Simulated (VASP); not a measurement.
# Sn3Se (Pm-3m) in VASP: notebook

Runs on Sn3Se. Level: PBE. Tasks: single point.

Program: VASP 6.6.1. These are calculated values, not measurements. Logs are shortened: lines on timing, memory, paths and dates and some standing lists are left out, and cuts for length are marked.

## (1) The cell of the first run

It takes space group Pm-3m (No. 221, cubic). The conventional cell has a = 4.742 Å, b = 4.742 Å, c = 4.742 Å, α = 90.00°, β = 90.00°, γ = 90.00°. Sn (site symmetry 4/mmm) has 8 Sn at 3.35 Å and 4 Se at 3.35 Å within 4.4 Å. Se (site symmetry m-3m) has 12 Sn at 3.35 Å within 4.4 Å.

## (2) Single point, PBE

The input, INCAR:

```
PREC     = Accurate       # precision mode
ENCUT    = 520            # plane-wave cutoff, eV
EDIFF    = 1E-6           # SCF threshold, eV
ISMEAR   = -1             # smearing method
SIGMA    = 0.05           # smearing width, eV
LREAL    = F              # projectors in reciprocal space
LASPH    = T              # aspherical terms in the spheres
NELM     = 80             # most SCF steps
ALGO     = Normal         # electronic algorithm
ISIF     = 2              # what is computed and relaxed
LWAVE    = F              # write WAVECAR
LCHARG   = T              # write CHGCAR
GGA      = PE             # functional
LELF     = T              # ELF
LVHAR    = T            
NBANDS   = 32             # bands
```

The input, KPOINTS:

```
regular mesh
0
Gamma
  5 5 5
```

The input, POSCAR:

```
Sn3Se
1.0
    4.7418800000      0.0000000000      0.0000000000
    0.0000000000      4.7418800000      0.0000000000
    0.0000000000      0.0000000000      4.7418800000
Sn Se
3 1
Direct
    0.0000000000      0.5000000000      0.5000000000
    0.5000000000      0.0000000000      0.5000000000
    0.5000000000      0.5000000000      0.0000000000
    0.0000000000      0.0000000000      0.0000000000
```

Potentials or basis: VASP PAW PBE potentials, release 64 (Sn_d, Se).

Launch:

```
> cat potpaw_PBE.64/Sn_d/POTCAR potpaw_PBE.64/Se/POTCAR > POTCAR
> mpirun -np 1 vasp_std > vasp.out
```

OUTCAR:

```text
PREC = Accurate
   ENCUT = 520
   EDIFF = 1E-6
   ISMEAR = -1
   LREAL = F
   LASPH = T
   NELM = 80
   ISIF = 2
   GGA = PE

 ion  position               nearest neighbor table
   1  0.000  0.500  0.500-   2 3.35   3 3.35   3 3.35   2 3.35   2 3.35   3 3.35   3 3.35   2 3.35

   2  0.500  0.000  0.500-   1 3.35   3 3.35   3 3.35   1 3.35   3 3.35   3 3.35   1 3.35   1 3.35

   3  0.500  0.500  0.000-   1 3.35   2 3.35   1 3.35   2 3.35   2 3.35   2 3.35   1 3.35   1 3.35

   4  0.000  0.000  0.000-

  LATTYP: Found a simple cubic cell.
 ALAT       =     4.7418800000

  Lattice vectors:

 A1 = (   4.7418800000,   0.0000000000,   0.0000000000)
 A2 = (   0.0000000000,   4.7418800000,   0.0000000000)
 A3 = (   0.0000000000,   0.0000000000,   4.7418800000)

Analysis of symmetry for initial positions (statically):
=====================================================================
 Subroutine PRICEL returns:
 Original cell was already a primitive cell.

 Routine SETGRP: Setting up the symmetry group for a
 simple cubic supercell.

 Subroutine GETGRP returns: Found 48 space group operations
 (whereof 48 operations were pure point group operations)
 out of a pool of 48 trial point group operations.

The static configuration has the point symmetry O_h .

Analysis of symmetry for dynamics (positions and initial velocities):
=====================================================================
 Subroutine PRICEL returns:
 Original cell was already a primitive cell.

 Routine SETGRP: Setting up the symmetry group for a
 simple cubic supercell.

 Subroutine GETGRP returns: Found 48 space group operations
 (whereof 48 operations were pure point group operations)
 out of a pool of 48 trial point group operations.

The dynamic configuration has the point symmetry O_h .

 Subroutine INISYM returns: Found 48 space group operations
 (whereof 48 operations are pure point group operations),
 and found     1 'primitive' translations

----------------------------------------------------------------------------------------

                                     Primitive cell

  volume of cell :     106.6232

  direct lattice vectors                    reciprocal lattice vectors
     4.741880000  0.000000000  0.000000000     0.210886821  0.000000000  0.000000000
     0.000000000  4.741880000  0.000000000     0.000000000  0.210886821  0.000000000
     0.000000000  0.000000000  4.741880000     0.000000000  0.000000000  0.210886821

  length of vectors
     4.741880000  4.741880000  4.741880000     0.210886821  0.210886821  0.210886821

  position of ions in fractional coordinates (direct lattice)
     0.000000000  0.500000000  0.500000000
     0.500000000  0.000000000  0.500000000
     0.500000000  0.500000000  0.000000000
     0.000000000  0.000000000  0.000000000

  ion indices of the primitive-cell ions
   primitive index   ion index
                 1           1
                 2           2
                 3           3
                 4           4

----------------------------------------------------------------------------------------

 KPOINTS: regular mesh

Automatic generation of k-mesh.
 Grid dimensions read from file:
 generate k-points for:    5    5    5

 Generating k-lattice:

  Cartesian coordinates                     Fractional coordinates (reciprocal lattice)
     0.042177364  0.000000000  0.000000000     0.200000000  0.000000000  0.000000000
     0.000000000  0.042177364  0.000000000     0.000000000  0.200000000  0.000000000
     0.000000000  0.000000000  0.042177364     0.000000000  0.000000000  0.200000000

  Length of vectors
     0.042177364  0.042177364  0.042177364

  Shift w.r.t. Gamma in fractional coordinates (k-lattice)
     0.000000000  0.000000000  0.000000000

 Subroutine IBZKPT returns following result:
 ===========================================

 Found     10 irreducible k-points:

 Following reciprocal coordinates:
            Coordinates               Weight
  0.000000  0.000000  0.000000      1.000000
  0.200000  0.000000  0.000000      6.000000
  0.400000  0.000000  0.000000      6.000000
  0.200000  0.200000  0.000000     12.000000
  0.400000  0.200000  0.000000     24.000000
  0.400000  0.400000  0.000000     12.000000
  0.200000  0.200000  0.200000      8.000000
  0.400000  0.200000  0.200000     24.000000
  0.400000  0.400000  0.200000     24.000000
  0.400000  0.400000  0.400000      8.000000
   k-points           NKPTS =     10   k-points in BZ     NKDIM =     10   number of bands    NBANDS=     32
   number of dos      NEDOS =    301   number of ions     NIONS =      4
   total plane-waves  NPLWV =  46656
   dimension x,y,z NGX =    36 NGY =   36 NGZ =   36
   dimension x,y,z NGXF=    72 NGYF=   72 NGZF=   72
   ions per type =               3   1
   NGX,Y,Z   is equivalent  to a cutoff of  12.62, 12.62, 12.62 a.u.
   NGXF,Y,Z  is equivalent  to a cutoff of  25.24, 25.24, 25.24 a.u.
 SYSTEM =  unknown system
   PREC   = accura    normal or accurate (medium, high low for compatibility)
   ISTART =      0    job   : 0-new  1-cont  2-samecut
   ICHARG =      2    charge: 1-file 2-atom 10-const
   ISPIN  =      1    spin polarized calculation?
   LNONCOLLINEAR =      F non collinear calculations
   LSORBIT =      F    spin-orbit coupling
   LASPH  =      T    aspherical Exc in radial PAW
   ENCUT  =  520.0 eV  38.22 Ry    6.18 a.u.   8.82  8.82  8.82*2*pi/ulx,y,z
   NELM   =     80;   NELMIN=  2; NELMDL= -5     # of ELM steps
   EDIFF  = 0.1E-05   stopping-criterion for ELM
   LREAL  =      F    real-space projection
   EDIFFG = 0.1E-04   stopping-criterion for IOM
   NSW    =      0    number of steps for IOM
   IBRION =     -1    ionic relax: 0-MD 1-quasi-New 2-CG
   NFREE  =      0    steps in history (QN), initial steepest desc. (CG)
   ISIF   =      2    stress and relaxation
   ISYM   =      2    0-nonsym 1-usesym 2-fastsym
   POTIM  = 0.5000    time-step for ionic-motion
   TEBEG  =    0.0;   TEEND  =   0.0 temperature during run
   PSTRESS=    0.0 pullay stress
   NELECT =      48.0000    total number of electrons
   NUPDOWN=      -1.0000    fix difference up-down
   EMIN   =  10.00;   EMAX   =-10.00  energy-range for DOS
   EFERMI =   0.00;   METHOD = LEGACY
   ISMEAR =    -1;   SIGMA  =   0.05  broadening in eV -4-tet -1-fermi 0-gaus
   EFERMI_NEDOS =   21; number of points for ismear=-14 and -15
   IALGO  =     38    algorithm
   IMIX   =      4    mixing-type and parameters
     AMIX     =   0.40;   BMIX     =  1.00
     AMIX_MAG =   1.60;   BMIX_MAG =  1.00
  volume/ion in A,a.u.               =      26.66       179.88
  Fermi-wavevector in a.u.,A,eV,Ry     =   1.254695  2.371029 21.419087  1.574258
  Thomas-Fermi vector in A             =   2.388487
   LORBIT       =      0    0 simple, 1 ext, 2 COOP (PROOUT), +10 PAW based schemes
   GGA     = PE    functional components
   LHFCALC =     F    Hartree Fock is set to
   AEXX    =    0.0000 exact exchange contribution
   IVDW    =     0    specifies the selected vdW correction
   LEPSILON=     F    determine dielectric tensor
   LRPA    =     F    only Hartree local field effects (RPA)
 non-spin polarized calculation
  energy-cutoff  :      520.00
  volume of cell :      106.62
 maximum number of plane-waves:      2899
 NGX is ok and might be reduce to    36
   NGX = 17   NGY = 17   NGZ = 17

 number of electron      47.9999994 magnetization

 Free energy of the ion-electron system (eV)
  ---------------------------------------------------
  ext. energy  EPLUGINS =         0.00000000
  ---------------------------------------------------
  free energy    TOTEN  =       -14.84630049 eV

  energy without entropy =      -14.82751815  energy(sigma->0) =      -14.83690932

 E-fermi :   7.2110     XC(G=0): -10.1677

 val. band max:        7.1297017050   @ k =   0.4000   0.2000   0.2000
 cond. band min:       7.2191124278   @ k =   0.0000   0.0000   0.0000
 fundamental gap:      0.0894107228
 Fermi energy:         7.2110384635

 k-point     1 :       0.0000    0.0000    0.0000
  band No.  band energies     occupation
      1     -14.5738      2.00000
      2     -14.5738      2.00000
      3     -14.5738      2.00000
      4     -14.5581      2.00000
      5     -14.5581      2.00000
      6     -14.5175      2.00000
[... 24 lines left out ...]
     31      12.6882      0.00000
     32      12.9120      0.00000

 k-point     2 :       0.2000    0.0000    0.0000
  band No.  band energies     occupation
      1     -14.5696      2.00000
      2     -14.5568      2.00000
      3     -14.5547      2.00000
      4     -14.5547      2.00000
      5     -14.5468      2.00000
      6     -14.5043      2.00000
[... 24 lines left out ...]
     31      12.7485      0.00000
     32      12.7487      0.00000

 k-point     3 :       0.4000    0.0000    0.0000
  band No.  band energies     occupation
      1     -14.5618      2.00000
      2     -14.5547      2.00000
      3     -14.5210      2.00000
      4     -14.5158      2.00000
      5     -14.5158      2.00000
      6     -14.4966      2.00000
[... 24 lines left out ...]
     31      11.4937      0.00000
     32      13.7444      0.00000

 k-point     4 :       0.2000    0.2000    0.0000
  band No.  band energies     occupation
      1     -14.5573      2.00000
      2     -14.5562      2.00000
      3     -14.5507      2.00000
      4     -14.5447      2.00000
      5     -14.5274      2.00000
      6     -14.4971      2.00000
[... 24 lines left out ...]
     31      12.7995      0.00000
     32      13.4705      0.00000

 k-point     5 :       0.4000    0.2000    0.0000
  band No.  band energies     occupation
      1     -14.5515      2.00000
      2     -14.5436      2.00000
      3     -14.5350      2.00000
      4     -14.5185      2.00000
      5     -14.5059      2.00000
      6     -14.4928      2.00000
[... 24 lines left out ...]
     31      12.3409      0.00000
     32      14.7527      0.00000

 k-point     6 :       0.4000    0.4000    0.0000
  band No.  band energies     occupation
      1     -14.5461      2.00000
      2     -14.5419      2.00000
      3     -14.5272      2.00000
      4     -14.5033      2.00000
      5     -14.5010      2.00000
      6     -14.4983      2.00000
[... 24 lines left out ...]
     31      13.0214      0.00000
     32      14.3380      0.00000

 k-point     7 :       0.2000    0.2000    0.2000
  band No.  band energies     occupation
      1     -14.5563      2.00000
      2     -14.5563      2.00000
      3     -14.5509      2.00000
      4     -14.5170      2.00000
      5     -14.5170      2.00000
      6     -14.5066      2.00000
[... 24 lines left out ...]
     31      13.0380      0.00000
     32      13.0380      0.00000

 k-point     8 :       0.4000    0.2000    0.2000
  band No.  band energies     occupation
      1     -14.5539      2.00000
      2     -14.5406      2.00000
      3     -14.5381      2.00000
      4     -14.5215      2.00000
      5     -14.4948      2.00000
      6     -14.4919      2.00000
[... 24 lines left out ...]
     31      12.0490      0.00000
     32      14.2215      0.00000

 k-point     9 :       0.4000    0.4000    0.2000
  band No.  band energies     occupation
      1     -14.5476      2.00000
      2     -14.5467      2.00000
      3     -14.5431      2.00000
      4     -14.5169      2.00000
      5     -14.5061      2.00000
      6     -14.4884      2.00000
[... 24 lines left out ...]
     31      13.0241      0.00000
     32      14.5984      0.00000

 k-point    10 :       0.4000    0.4000    0.4000
  band No.  band energies     occupation
      1     -14.5582      2.00000
      2     -14.5506      2.00000
      3     -14.5506      2.00000
      4     -14.5372      2.00000
      5     -14.5080      2.00000
      6     -14.4929      2.00000
[... 24 lines left out ...]
     31      13.0016      0.00000
     32      14.7748      0.00000

------------------------ aborting loop because EDIFF is reached ----------------------------------------

  FORCE on cell =-STRESS in cart. coord.  units (eV):
  Direction    XX          YY          ZZ          XY          YZ          ZX
  --------------------------------------------------------------------------------------
  -------------------------------------------------------------------------------------
  Total        0.4092213      0.4092213      0.4092213     -0.0000000      0.0000000     -0.0000000
  in kB        6.1491791      6.1491791      6.1491791     -0.0000000      0.0000000     -0.0000000
  external PRESSURE =       6.1491791 kB  Pullay stress =       0.0000000 kB

 VOLUME and BASIS-vectors are now :
 -----------------------------------------------------------------------------
  energy-cutoff  :      520.00
  volume of cell :      106.62
      direct lattice vectors                 reciprocal lattice vectors
     4.741880000  0.000000000  0.000000000     0.210886821  0.000000000  0.000000000
     0.000000000  4.741880000  0.000000000     0.000000000  0.210886821  0.000000000
     0.000000000  0.000000000  4.741880000     0.000000000  0.000000000  0.210886821

 POSITION                                       TOTAL-FORCE (eV/Angst)
 -----------------------------------------------------------------------------------
      0.00000      2.37094      2.37094         0.000000      0.000000      0.000000
      2.37094      0.00000      2.37094         0.000000      0.000000      0.000000
      2.37094      2.37094      0.00000         0.000000      0.000000      0.000000
      0.00000      0.00000      0.00000         0.000000      0.000000      0.000000
 -----------------------------------------------------------------------------------
    total drift:                                0.000000      0.000000      0.000000

  FREE ENERGIE OF THE ION-ELECTRON SYSTEM (eV)
  ---------------------------------------------------
  free  energy   TOTEN  =       -14.8463004878 eV

  energy  without entropy=      -14.8275181469  energy(sigma->0) =      -14.83690932
```

Wall time 38 s (1 thread of Intel Xeon 8259CL, shared host); peak memory 0.21 GiB.

Results:

| Item | Value |
| --- | --- |
| Free energy | -14.8463 eV |
| Pressure | 0.6 GPa |
| Band gap on the k mesh | zero (band 24 reaches 8.33 eV, above the bottom of band 25 at 6.83 eV) |

Levels at points of the mesh, in eV from the Fermi level:
| k point | band 20 | band 21 | band 22 | band 23 | band 24 | band 25 | band 26 | band 27 | band 28 | band 29 |
| --- | --- | --- | --- | --- | --- | --- | --- | --- | --- | --- |
| (0.00, 0.00, 0.00) | -4.26 | -4.26 | -4.26 | 0.01 | 0.01 | 0.01 | 2.31 | 2.31 | 2.31 | 4.26 |

Caveat: spin-orbit coupling is left out, which moves the levels of the heavy elements.

## (3) Single point, PBE

The input, INCAR:

```
SYSTEM = Sn3Se
  ALGO = Normal
  EDIFF = 1E-7
  ENCUT = 520
  GGA = PE
  ISIF = 2
  ISMEAR = -1
  LASPH = .TRUE.
  LCHARG = .FALSE.
  LREAL = .FALSE.
  LWAVE = .FALSE.
  NBANDS = 32
  NELM = 80
  PREC = Accurate
  SIGMA = 0.05
```

The input, KPOINTS:

```
k-points
0
G
  5 5 5
  0 0 0
```

POSCAR is that of step 2.

Potentials or basis: VASP PAW PBE potentials, release 64 (Sn_d, Se).

Launch:

```
> cat potpaw_PBE.64/Sn_d/POTCAR potpaw_PBE.64/Se/POTCAR > POTCAR
> mpirun -np 1 vasp_std > vasp.out
```

OUTCAR:

```text
SYSTEM = Sn3Se
   EDIFF = 1E-7
   ENCUT = 520
   GGA = PE
   ISIF = 2
   ISMEAR = -1
   LASPH = .TRUE.
   LREAL = .FALSE.
   NELM = 80
   PREC = Accurate

 ion  position               nearest neighbor table
   1  0.000  0.500  0.500-   2 3.35   3 3.35   3 3.35   2 3.35   2 3.35   3 3.35   3 3.35   2 3.35

   2  0.500  0.000  0.500-   1 3.35   3 3.35   3 3.35   1 3.35   3 3.35   3 3.35   1 3.35   1 3.35

   3  0.500  0.500  0.000-   1 3.35   2 3.35   1 3.35   2 3.35   2 3.35   2 3.35   1 3.35   1 3.35
[... 535 lines left out ...]
  Direction    XX          YY          ZZ          XY          YZ          ZX
  --------------------------------------------------------------------------------------
  -------------------------------------------------------------------------------------
  Total        0.4087129      0.4087129      0.4087129     -0.0000000      0.0000000     -0.0000000
  in kB        6.1415397      6.1415397      6.1415397     -0.0000000      0.0000000     -0.0000000
  external PRESSURE =       6.1415397 kB  Pullay stress =       0.0000000 kB

 VOLUME and BASIS-vectors are now :
 -----------------------------------------------------------------------------
  energy-cutoff  :      520.00
  volume of cell :      106.62
      direct lattice vectors                 reciprocal lattice vectors
     4.741880000  0.000000000  0.000000000     0.210886821  0.000000000  0.000000000
     0.000000000  4.741880000  0.000000000     0.000000000  0.210886821  0.000000000
     0.000000000  0.000000000  4.741880000     0.000000000  0.000000000  0.210886821

 POSITION                                       TOTAL-FORCE (eV/Angst)
 -----------------------------------------------------------------------------------
      0.00000      2.37094      2.37094         0.000000      0.000000      0.000000
      2.37094      0.00000      2.37094         0.000000      0.000000      0.000000
      2.37094      2.37094      0.00000         0.000000      0.000000      0.000000
      0.00000      0.00000      0.00000         0.000000      0.000000      0.000000
 -----------------------------------------------------------------------------------
    total drift:                                0.000000      0.000000      0.000000

  FREE ENERGIE OF THE ION-ELECTRON SYSTEM (eV)
  ---------------------------------------------------
  free  energy   TOTEN  =       -14.8463004913 eV

  energy  without entropy=      -14.8275171145  energy(sigma->0) =      -14.83690880
```

OSZICAR:

```text
N       E                     dE             d eps       ncg     rms          rms(c)
DAV:   1     0.444777316137E+03    0.44478E+03   -0.23821E+04   664   0.220E+03
DAV:   2     0.429582107160E+02   -0.40182E+03   -0.39067E+03   640   0.551E+02
DAV:   3    -0.124821537109E+02   -0.55440E+02   -0.54049E+02   760   0.173E+02
DAV:   4    -0.149567605818E+02   -0.24746E+01   -0.24679E+01   720   0.389E+01
DAV:   5    -0.150330107709E+02   -0.76250E-01   -0.76245E-01   920   0.722E+00    0.370E+00
DAV:   6    -0.148605616450E+02    0.17245E+00   -0.24124E-01   824   0.368E+00    0.220E+00
DAV:   7    -0.148491037656E+02    0.11458E-01   -0.87758E-02   816   0.164E+00    0.954E-01
DAV:   8    -0.148462737522E+02    0.28300E-02   -0.93530E-03   848   0.664E-01    0.139E-01
DAV:   9    -0.148462791682E+02   -0.54159E-05   -0.19330E-03   752   0.311E-01    0.448E-02
DAV:  10    -0.148462942648E+02   -0.15097E-04   -0.19354E-04   832   0.121E-01    0.198E-02
DAV:  11    -0.148463025021E+02   -0.82373E-05   -0.22523E-05   824   0.378E-02    0.640E-03
DAV:  12    -0.148463003412E+02    0.21610E-05   -0.50267E-06   800   0.249E-02    0.184E-03
DAV:  13    -0.148463004933E+02   -0.15214E-06   -0.40595E-07   664   0.595E-03    0.654E-04
DAV:  14    -0.148463004913E+02    0.19572E-08   -0.39721E-08   464   0.179E-03
   1 F= -.14846300E+02 E0= -.14836909E+02  d E =-.187834E-01
```

stdout:

```text
POSCAR found type information on POSCAR SnSe
 POSCAR found :  2 types and       4 ions
 scaLAPACK will be used
 LDA part: xc-table for (Slater+PW92), standard interpolation
 POSCAR, INCAR and KPOINTS ok, starting setup
 FFT: planning ... GRIDC
 FFT: planning ... GRID_SOFT
 FFT: planning ... GRID
 WAVECAR not read
 entering main loop
```

Run time: 41 s. Hardware: 1 thread of Intel Xeon 8259CL, shared host; peak memory 0.2 GiB.

What came out:

| Quantity | Value |
| --- | --- |
| Free energy | -14.8463 eV |
| Pressure | 0.6 GPa |
| Band gap on the k mesh | zero (band 24 reaches 8.33 eV, above the bottom of band 25 at 6.83 eV) |

Caveat: spin-orbit coupling is left out, which moves the levels of the heavy elements.
